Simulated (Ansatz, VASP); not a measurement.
# V2SiN2: VASP beside Ansatz

```
CELL_PARAMETERS angstrom
2.88589 -4.66064 0.00000
2.88589 4.66064 0.00000
0.00000 0.00000 2.28372
ATOMIC_POSITIONS crystal
V 0.67431 0.32569 0.00000
V 0.32569 0.67431 0.00000
Si 0.00000 0.00000 0.00000
N 0.83563 0.16437 0.00000
N 0.16437 0.83563 0.00000
```

Alike in both runs: task single point; functional PBE; k mesh 4 × 4 × 8; occupations gaussian, width 0.1 eV; collinear spin.

|  | VASP | Ansatz |
| --- | --- | --- |
| version | VASP 6.6.1 | Ansatz 0.2.0 |
| potentials or method | VASP PAW PBE potentials, release 64 (V_sv, Si, N), cutoff 520 eV | scalar-relativistic, plane waves, PAW |
| valence electrons in the cell | 40 | 40 |

```tsv
	VASP	Ansatz	Ansatz less VASP
gap on the k mesh at the Fermi level (eV)	none	none	-
rms of the force components (eV/Å)	3.938	3.637	-0.3004
net moment per atom (μB)	0.00	0.00	0.000
```

Atom by atom the forces differ by 0.392 eV/Å (rms over components). A gap of «none» marks a metal or a gap that the smearing closes. Ansatz's warnings: seeded moment not kept.
